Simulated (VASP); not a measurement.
Set up this calculation in VASP 6.6.1, as the native input.

| Item | Value |
| --- | --- |
| Task | single point |
| Functional | LDA |
| Potentials or basis | VASP PAW LDA potentials, release 64 (Al, P) |
| Cutoff | 500 eV |
| k mesh | 6 × 6 × 6 |
| Occupations | gaussian, width 0.1 eV |
| Spin | no spin polarisation |
| Dipole correction | no |
| Further INCAR settings | ALGO = Normal; EDIFF = 1e-06; NBANDS = 11 |

The structure of AlP (kl) lies in POSCAR:

```
AlP
1.0
    0.0000000000      2.7364837100      2.7364837100
    2.7364837100      0.0000000000      2.7364837100
    2.7364837100      2.7364837100      0.0000000000
Al P
1 1
Direct
    0.0000000000      0.0000000000      0.0000000000
    0.2500000000      0.2500000000      0.2500000000
```

One way to write it, as run:

INCAR

```
SYSTEM = AlP
  PREC = Accurate
  ENCUT = 500
  EDIFF = 1E-6
  ISMEAR = 0
  SIGMA = 0.1
  LREAL = .FALSE.
  LASPH = .TRUE.
  NELM = 120
  ALGO = Normal
  ISIF = 2
  LWAVE = .FALSE.
  LCHARG = .TRUE.
  LELF = .TRUE.
  LVHAR = .TRUE.
  NBANDS = 11
  GGA_COMPAT = .FALSE.
```

KPOINTS

```
Automatic mesh
0
G
  6 6 6
  0 0 0
```

Potentials or basis: VASP PAW LDA potentials, release 64 (Al, P).

Command:

```bash
$ cat potpaw_LDA.64/Al/POTCAR potpaw_LDA.64/P/POTCAR > POTCAR
$ mpirun -np 1 vasp_std > vasp.out
```

Results of the run:

```
Pressure               : -1.8 GPa
Band gap on the k mesh : 1.45 eV, indirect (least direct gap 3.06 eV)
```

Run time: 7.1 s on 1 thread of Intel(R) Xeon(R) Platinum 8259CL CPU @ 2.50GHz (Skylake/Cascade Lake), with other jobs on the host, peak memory 0.13 GiB.
